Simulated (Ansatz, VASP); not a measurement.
## BaTiO3: VASP beside Ansatz

POSCAR

```
BaTiO3
1.0
   -4.0637635900      0.0000000000     -4.0637635900
    0.0000000000     -4.0637635900      0.0000000000
   -4.0637635900      0.0000000000      4.0637635900
Ba Ti O
2 2 6
Direct
    0.0000000000      0.0000000000      0.0000000000
    0.5000000000      0.0000000000      0.5000000000
    0.0000000000      0.5000000000      0.5000000000
    0.5000000000      0.5000000000      0.0000000000
    0.7500000000      0.5000000000      0.7500000000
    0.2500000000      0.5000000000      0.2500000000
    0.7500000000      0.5000000000      0.2500000000
    0.2500000000      0.5000000000      0.7500000000
    0.0000000000      0.0000000000      0.5000000000
    0.5000000000      0.0000000000      0.0000000000
```

Contents of INCAR.step1:

```
SYSTEM = BaTiO3
PREC     = Accurate       ! precision mode
ENCUT    = 520            ! plane-wave cutoff, eV
ISMEAR   = -1             ! smearing method
SIGMA    = 0.1            ! smearing width, eV
LREAL    = .FALSE.        ! projectors in reciprocal space
LASPH    = .TRUE.         ! aspherical terms in the spheres
NELM     = 60             ! most SCF steps
NBANDS   = 51             ! bands
GGA      = PE             ! functional
ALGO     = Normal         ! electronic algorithm
EDIFF    = 1E-4           ! SCF threshold, eV
LWAVE    = .TRUE.         ! write WAVECAR
LCHARG   = .FALSE.        ! write CHGCAR
```

Contents of INCAR.step2:

```
SYSTEM = BaTiO3
PREC     = Accurate       ! precision mode
ENCUT    = 520            ! plane-wave cutoff, eV
EDIFF    = 1E-6           ! SCF threshold, eV
ISMEAR   = -1             ! smearing method
SIGMA    = 0.1            ! smearing width, eV
LREAL    = .FALSE.        ! projectors in reciprocal space
LASPH    = .TRUE.         ! aspherical terms in the spheres
NELM     = 60             ! most SCF steps
ALGO     = Normal         ! electronic algorithm
ISIF     = 2              ! what is computed and relaxed
LWAVE    = .FALSE.        ! write WAVECAR
LCHARG   = .TRUE.         ! write CHGCAR
METAGGA  = R2SCAN         ! meta-GGA
LMIXTAU  = .TRUE.       
LELF     = .TRUE.         ! ELF
LVHAR    = .TRUE.       
NBANDS   = 51             ! bands
ISTART   = 1
```

Contents of KPOINTS:

```
Automatic mesh
0
G
  5 6 5
  0 0 0
```

Input for Ansatz:

```yaml
crystal:
  lattice:
    - [4.06376359, 0.0, 4.06376359]
    - [0.0, 4.06376359, 0.0]
    - [4.06376359, 0.0, -4.06376359]
  atoms:
    - { symbol: Ba, position: [0.0, 0.0, 0.0] }
    - { symbol: Ba, position: [0.5, 0.0, 0.5] }
    - { symbol: Ti, position: [0.0, 0.5, 0.5] }
    - { symbol: Ti, position: [0.5, 0.5, 0.0] }
    - { symbol: O, position: [0.25, 0.5, 0.25] }
    - { symbol: O, position: [0.75, 0.5, 0.75] }
    - { symbol: O, position: [0.25, 0.5, 0.75] }
    - { symbol: O, position: [0.75, 0.5, 0.25] }
    - { symbol: O, position: [0.0, 0.0, 0.5] }
    - { symbol: O, position: [0.5, 0.0, 0.0] }
  symmetry: { tolerance: 0.0003 }
kpoints:
  mp_grid: { grid: [5, 6, 5], shift: [0, 0, 0] }
  band_path:
    path:
      - [0.0, 0.0, 0.0]
      - [0.0, 0.5, 0.0]
      - [0.5, 0.5, 0.5]
      - [0.0, 0.0, 0.0]
      - [1.0, 0.5, 0.0]
      - [0.0, 0.5, 0.0]
      - [1.0, 0.5, 0.0]
      - [0.5, 0.5, 0.5]
    npoints: 8
magnetization:
  spin_polarized: false
scf:
  occupations: { method: fermi_dirac }
  lower_state_search: "off"
  max_iter: 200
hamiltonian:
  pseudopotentials: { kind: paw }
  xc: r2scan
basis:
  ecutwfc: 500
  fft_grid_basis: typed
output:
  forces: true
  stress: true
  eigenvalues: true
  bader: true
  populations: true
  elf: true
  write_potential: true
  volumetric_format: npy
  dos:
    e_range: [-12, 8]
    de: 0.05
    projected: { site_lists: { Ba: [Ba], O: [O], Ti: [Ti] } }
checkpoint:
  read: saved_state
```

Alike in both runs: task single point; functional r2SCAN; k mesh 5 × 6 × 5; no spin polarisation.

|  | VASP | Ansatz |
| --- | --- | --- |
| version | VASP 6.6.1 | Ansatz 0.2.0 |
| potentials or method | VASP PAW PBE potentials, release 64 (Ba_sv, Ti_sv, O), cutoff 520 eV | PAW plane waves |
| occupations | fermi-dirac, width 0.1 eV | fermi-dirac |
| valence electrons in the cell | 80 | 80 |

Ansatz gave:

| Item | Value |
| --- | --- |
| pressure (GPa) | -8.4 |

What did VASP give for the same quantities?

Pressure (GPa): -6.7.

VASP's potentials were made for PBE, not for r2SCAN.

Spin-orbit coupling is off throughout.
